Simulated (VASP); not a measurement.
# Co in VASP: notebook

Co is run at these levels: PBE; tasks: single point.

Program: VASP 6.6.1. These are calculated values, not measurements. Logs are shortened: lines on timing, memory, paths and dates and some standing lists are left out, and cuts for length are marked.

## (1) The cell of the first run

The typed cell holds 2 atoms: a = 2.443 Å, b = 2.443 Å, c = 3.453 Å, α = 90.00°, β = 90.00°, γ = 90.00°.

This isn't the form of Co at room conditions, which is hcp.

## (2) Single point, PBE, collinear spin, ferromagnetic start (10.31 Å³/atom)

INCAR

```
SYSTEM = Co
  PREC = Accurate
  ENCUT = 600
  EDIFF = 1E-6
  ISMEAR = -1
  SIGMA = 0.05
  LREAL = .FALSE.
  LASPH = .TRUE.
  NELM = 200
  ALGO = Normal
  ISIF = 2
  LWAVE = .FALSE.
  LCHARG = .TRUE.
  ISPIN = 2
  MAGMOM = -1.666 -1.666
  LORBIT = 11
  LMAXMIX = 4
  GGA = PE
  LELF = .TRUE.
  LVHAR = .TRUE.
  NBANDS = 20
  GGA_COMPAT = .FALSE.
```

KPOINTS

```
Automatic mesh
0
G
  14 14 10
  0 0 0
```

POSCAR

```
Co
1.0
    2.4430857782      0.0000000000      0.0000000000
    0.0000000000      2.4430857782      0.0000000000
    0.0000000000      0.0000000000      3.4532984731
Co
2
Direct
    0.0000000000      0.0000000000      0.0000000000
    0.5000000000      0.5000000000      0.5000000000
```

Potentials or basis: VASP PAW PBE potentials, release 64 (Co).

On the command line:

```console
> cat potpaw_PBE.64/Co/POTCAR > POTCAR
> mpirun -np 1 vasp_std > vasp.out
```

OUTCAR:

```text
SYSTEM = Co
   PREC = Accurate
   ENCUT = 600
   EDIFF = 1E-6
   ISMEAR = -1
   LREAL = .FALSE.
   LASPH = .TRUE.
   NELM = 200
   ISIF = 2
   ISPIN = 2
   LORBIT = 11
   GGA = PE

 ion  position               nearest neighbor table
   1  0.000  0.000  0.000-   2 2.44   2 2.44   2 2.44   2 2.44   2 2.44   2 2.44   2 2.44   2 2.44

   2  0.500  0.500  0.500-   1 2.44   1 2.44   1 2.44   1 2.44   1 2.44   1 2.44   1 2.44   1 2.44

  LATTYP: Found a simple tetragonal cell.
 ALAT       =     2.4430857782
 C/A-ratio  =     1.4134986597

  Lattice vectors:

 A1 = (   2.4430857782,   0.0000000000,   0.0000000000)
 A2 = (   0.0000000000,   2.4430857782,   0.0000000000)
 A3 = (   0.0000000000,   0.0000000000,   3.4532984731)

Analysis of symmetry for initial positions (statically):
=====================================================================
 Subroutine PRICEL returns following result:

  LATTYP: Found a body centered tetragonal cell.
 ALAT       =     2.4430857782
 C/A-ratio  =     1.4134986597

  Lattice vectors:

 A1 = (  -1.2215428891,  -1.2215428891,  -1.7266492365)
 A2 = (   1.2215428891,   1.2215428891,  -1.7266492365)
 A3 = (   1.2215428891,  -1.2215428891,   1.7266492365)

   2 primitive cells build up your supercell.

 Routine SETGRP: Setting up the symmetry group for a
 simple tetragonal supercell.

 Subroutine GETGRP returns: Found 16 space group operations
 (whereof 16 operations were pure point group operations)
 out of a pool of 16 trial point group operations.

The static configuration has the point symmetry D_4h.

Analysis of symmetry for dynamics (positions and initial velocities):
=====================================================================
 Subroutine PRICEL returns following result:

  LATTYP: Found a body centered tetragonal cell.
 ALAT       =     2.4430857782
 C/A-ratio  =     1.4134986597

  Lattice vectors:

 A1 = (  -1.2215428891,  -1.2215428891,  -1.7266492365)
 A2 = (   1.2215428891,   1.2215428891,  -1.7266492365)
 A3 = (   1.2215428891,  -1.2215428891,   1.7266492365)

   2 primitive cells build up your supercell.

 Routine SETGRP: Setting up the symmetry group for a
 simple tetragonal supercell.

 Subroutine GETGRP returns: Found 16 space group operations
 (whereof 16 operations were pure point group operations)
 out of a pool of 16 trial point group operations.

The dynamic configuration has the point symmetry D_4h.

Analysis of structural, dynamic, and magnetic symmetry:
=====================================================================
 Subroutine PRICEL returns following result:

  LATTYP: Found a body centered tetragonal cell.
 ALAT       =     2.4430857782
 C/A-ratio  =     1.4134986597

  Lattice vectors:

 A1 = (  -1.2215428891,  -1.2215428891,  -1.7266492365)
 A2 = (   1.2215428891,   1.2215428891,  -1.7266492365)
 A3 = (   1.2215428891,  -1.2215428891,   1.7266492365)

   2 primitive cells build up your supercell.

 Routine SETGRP: Setting up the symmetry group for a
 simple tetragonal supercell.

 Subroutine GETGRP returns: Found 16 space group operations
 (whereof 16 operations were pure point group operations)
 out of a pool of 16 trial point group operations.

The overall configuration has the point symmetry D_4h.

 Subroutine INISYM returns: Found 16 space group operations
 (whereof 16 operations are pure point group operations),
 and found     2 'primitive' translations

----------------------------------------------------------------------------------------

                                     Primitive cell

  volume of cell :      10.3058

  direct lattice vectors                    reciprocal lattice vectors
    -1.221542889 -1.221542889 -1.726649237     0.000000000 -0.409318416 -0.289578213
     1.221542889  1.221542889 -1.726649237     0.409318416  0.000000000 -0.289578213
     1.221542889 -1.221542889  1.726649237     0.409318416 -0.409318416  0.000000000

  length of vectors
     2.442468351  2.442468351  2.442468351     0.501395160  0.501395160  0.578863655

  position of ions in fractional coordinates (direct lattice)
     0.000000000  0.000000000  0.000000000

  ion indices of the primitive-cell ions
   primitive index   ion index
                 1           1

----------------------------------------------------------------------------------------

 KPOINTS: Automatic mesh

Automatic generation of k-mesh.
 Grid dimensions read from file:
 generate k-points for:   14   14   10

 Generating k-lattice:

  Cartesian coordinates                     Fractional coordinates (reciprocal lattice)
     0.029237030  0.000000000  0.000000000     0.071428571  0.000000000  0.000000000
     0.000000000  0.029237030  0.000000000     0.000000000  0.071428571  0.000000000
     0.000000000  0.000000000  0.028957821     0.000000000  0.000000000  0.100000000

  Length of vectors
     0.029237030  0.029237030  0.028957821

  Shift w.r.t. Gamma in fractional coordinates (k-lattice)
     0.000000000  0.000000000  0.000000000

 Subroutine IBZKPT returns following result:
 ===========================================

 Found    216 irreducible k-points:

 Following reciprocal coordinates:
            Coordinates               Weight
  0.000000  0.000000  0.000000      1.000000
  0.071429  0.000000  0.000000      4.000000
  0.142857  0.000000  0.000000      4.000000
  0.214286  0.000000  0.000000      4.000000
  0.285714  0.000000  0.000000      4.000000
  0.357143  0.000000  0.000000      4.000000
[... 16 lines left out ...]
  0.285714  0.214286  0.000000      8.000000
  0.357143  0.214286  0.000000      8.000000
 [... further k-points ...]
   k-points           NKPTS =    216   k-points in BZ     NKDIM =    216   number of bands    NBANDS=     20
   number of dos      NEDOS =    301   number of ions     NIONS =      2
   total plane-waves  NPLWV =  11200
   dimension x,y,z NGX =    20 NGY =   20 NGZ =   28
   dimension x,y,z NGXF=    40 NGYF=   40 NGZF=   56
   ions per type =               2
   NGX,Y,Z   is equivalent  to a cutoff of  13.61, 13.61, 13.48 a.u.
   NGXF,Y,Z  is equivalent  to a cutoff of  27.22, 27.22, 26.96 a.u.
 SYSTEM =  Co
   PREC   = accura    normal or accurate (medium, high low for compatibility)
   ISTART =      0    job   : 0-new  1-cont  2-samecut
   ICHARG =      2    charge: 1-file 2-atom 10-const
   ISPIN  =      2    spin polarized calculation?
   LNONCOLLINEAR =      F non collinear calculations
   LSORBIT =      F    spin-orbit coupling
   LASPH  =      T    aspherical Exc in radial PAW
   ENCUT  =  600.0 eV  44.10 Ry    6.64 a.u.   4.88  4.88  6.90*2*pi/ulx,y,z
   NELM   =    200;   NELMIN=  2; NELMDL= -5     # of ELM steps
   EDIFF  = 0.1E-05   stopping-criterion for ELM
   LREAL  =      F    real-space projection
   EDIFFG = 0.1E-04   stopping-criterion for IOM
   NSW    =      0    number of steps for IOM
   IBRION =     -1    ionic relax: 0-MD 1-quasi-New 2-CG
   NFREE  =      0    steps in history (QN), initial steepest desc. (CG)
   ISIF   =      2    stress and relaxation
   ISYM   =      2    0-nonsym 1-usesym 2-fastsym
   POTIM  = 0.5000    time-step for ionic-motion
   TEBEG  =    0.0;   TEEND  =   0.0 temperature during run
   PSTRESS=    0.0 pullay stress
   NELECT =      18.0000    total number of electrons
   NUPDOWN=      -1.0000    fix difference up-down
   EMIN   =  10.00;   EMAX   =-10.00  energy-range for DOS
   EFERMI =   0.00;   METHOD = LEGACY
   ISMEAR =    -1;   SIGMA  =   0.05  broadening in eV -4-tet -1-fermi 0-gaus
   EFERMI_NEDOS =   21; number of points for ismear=-14 and -15
   IALGO  =     38    algorithm
   IMIX   =      4    mixing-type and parameters
     AMIX     =   0.40;   BMIX     =  1.00
     AMIX_MAG =   1.60;   BMIX_MAG =  1.00
  volume/ion in A,a.u.               =      10.31        69.55
  Fermi-wavevector in a.u.,A,eV,Ry     =   1.564811  2.957064 33.315670  2.448633
  Thomas-Fermi vector in A             =   2.667379
   LORBIT       =     11    0 simple, 1 ext, 2 COOP (PROOUT), +10 PAW based schemes
   GGA     = PE    functional components
   LHFCALC =     F    Hartree Fock is set to
   AEXX    =    0.0000 exact exchange contribution
   IVDW    =     0    specifies the selected vdW correction
   LEPSILON=     F    determine dielectric tensor
   LRPA    =     F    only Hartree local field effects (RPA)
 spin polarized calculation
  energy-cutoff  :      600.00
  volume of cell :       20.61
 maximum number of plane-waves:       720
 NGX is ok and might be reduce to    20
   NGX =  9   NGY =  9   NGZ = 13

 number of electron      18.0000010 magnetization      -3.1848289

 Free energy of the ion-electron system (eV)
  ---------------------------------------------------
  ext. energy  EPLUGINS =         0.00000000
  ---------------------------------------------------
  free energy    TOTEN  =       -14.00407158 eV

  energy without entropy =      -13.98613484  energy(sigma->0) =      -13.99510321

 E-fermi :  11.0929     XC(G=0): -13.7100

 val. band max:       11.0907235241   @ k =   0.4286   0.2857   0.3000
 cond. band min:      11.0929742557   @ k =   0.3571   0.0000   0.0000
 fundamental gap:      0.0022507316
 Fermi energy:        11.0929406709

 spin component 1

 k-point     1 :       0.0000    0.0000    0.0000
  band No.  band energies     occupation
      1       1.8074      1.00000
      2       6.6739      1.00000
      3       7.4306      1.00000
      4       9.8484      1.00000
      5       9.8484      1.00000
      6       9.8500      1.00000
[... 541 lines left out ...]
     19      34.7857      0.00000
     20      39.5488      0.00000

 [... further k-points ...]

 spin component 2

 k-point     1 :       0.0000    0.0000    0.0000
  band No.  band energies     occupation
      1       1.7786      1.00000
      2       5.5380      1.00000
      3       6.2054      1.00000
      4       8.3098      1.00000
      5       8.3098      1.00000
      6       8.3113      1.00000
[... 541 lines left out ...]
     19      34.5759      0.00000
     20      39.0230      0.00000

 [... further k-points ...]

------------------------ aborting loop because EDIFF is reached ----------------------------------------

  FORCE on cell =-STRESS in cart. coord.  units (eV):
  Direction    XX          YY          ZZ          XY          YZ          ZX
  --------------------------------------------------------------------------------------
  -------------------------------------------------------------------------------------
  Total        1.5965348      1.5965348      1.6310394      0.0000000      0.0000000      0.0000000
  in kB      124.1016086    124.1016086    126.7837157      0.0000000      0.0000000      0.0000000
  external PRESSURE =     124.9956443 kB  Pullay stress =       0.0000000 kB

 VOLUME and BASIS-vectors are now :
 -----------------------------------------------------------------------------
  energy-cutoff  :      600.00
  volume of cell :       20.61
      direct lattice vectors                 reciprocal lattice vectors
     2.443085778  0.000000000  0.000000000     0.409318416  0.000000000  0.000000000
     0.000000000  2.443085778  0.000000000     0.000000000  0.409318416  0.000000000
     0.000000000  0.000000000  3.453298473     0.000000000  0.000000000  0.289578213

 POSITION                                       TOTAL-FORCE (eV/Angst)
 -----------------------------------------------------------------------------------
      0.00000      0.00000      0.00000         0.000000      0.000000     -0.000000
      1.22154      1.22154      1.72665        -0.000000     -0.000000      0.000000
 -----------------------------------------------------------------------------------
    total drift:                               -0.000000      0.000000      0.000000

  FREE ENERGIE OF THE ION-ELECTRON SYSTEM (eV)
  ---------------------------------------------------
  free  energy   TOTEN  =       -14.0040715778 eV

  energy  without entropy=      -13.9861348439  energy(sigma->0) =      -13.99510321

 total charge

# of ion       s       p       d       tot
------------------------------------------
    1        0.512   0.570   7.295   8.377
    2        0.512   0.570   7.295   8.377
--------------------------------------------------
tot          1.024   1.140  14.591  16.755

 magnetization (x)

# of ion       s       p       d       tot
------------------------------------------
    1        0.014   0.049  -1.662  -1.600
    2        0.014   0.049  -1.662  -1.600
--------------------------------------------------
tot          0.027   0.098  -3.325  -3.200
```

It took 2.1 min on 1 thread of AMD EPYC 9R45 (Zen 5), shared host; peak memory 0.22 GiB.

What came out:

```
Free energy                                           : -14.0041 eV
Pressure                                              : 12.5 GPa
Net moment                                            : -3.18 μB per cell
Site moments                                          : Co -1.60 μB
Valence electrons inside the program's atomic spheres : Co 8.38
```

Levels at points of the mesh, in eV from the Fermi level:
Spin up:
| k point | band 4 | band 5 | band 6 | band 7 | band 8 | band 9 | band 10 | band 11 | band 12 | band 13 |
| --- | --- | --- | --- | --- | --- | --- | --- | --- | --- | --- |
| (0.00, 0.00, 0.00) | -1.24 | -1.24 | -1.24 | 0.29 | 0.30 | 1.24 | 1.39 | 1.39 | 2.66 | 11.04 |
| (0.50, 0.00, 0.00) | -2.25 | -1.86 | -1.86 | -0.34 | -0.34 | 0.15 | 0.15 | 2.66 | 2.66 | 12.88 |
| (0.50, 0.50, 0.00) | -3.66 | 1.24 | 1.24 | 1.39 | 1.39 | 1.39 | 1.39 | 2.65 | 2.65 | 11.03 |
| (0.00, 0.00, 0.50) | -2.53 | -0.69 | -0.69 | -0.15 | -0.15 | -0.15 | -0.15 | 0.75 | 0.75 | 20.51 |
| (0.50, 0.00, 0.50) | -1.27 | -1.27 | -1.27 | -0.34 | -0.34 | 1.19 | 1.19 | 1.20 | 1.20 | 7.61 |
| (0.50, 0.50, 0.50) | -2.29 | -2.29 | -2.29 | 0.13 | 0.13 | 1.39 | 1.39 | 8.87 | 8.87 | 8.87 |
Spin down:
```csv
k point,band 7,band 8,band 9,band 10,band 11,band 12,band 13,band 14,band 15,band 16
"(0.00, 0.00, 0.00)",-1.63,-1.63,-0.78,-0.39,-0.39,2.63,10.14,15.43,15.43,20.67
"(0.50, 0.00, 0.00)",-2.15,-2.15,-1.52,-1.52,1.22,1.22,12.34,12.34,13.76,13.76
"(0.50, 0.50, 0.00)",-0.40,-0.40,-0.39,-0.39,2.62,2.62,10.13,10.13,15.44,15.44
"(0.00, 0.00, 0.50)",-1.77,-1.77,-1.77,-1.77,-1.21,-1.21,20.18,20.18,20.18,20.18
"(0.50, 0.00, 0.50)",-0.67,-0.67,-0.67,-0.67,-0.32,-0.32,6.61,6.61,22.02,22.02
"(0.50, 0.50, 0.50)",-1.71,-1.71,-0.40,-0.40,8.35,8.35,8.35,8.35,10.52,10.52
```

Caveat: the cell stands under pressure.

(Continued in part 2 of 2.)
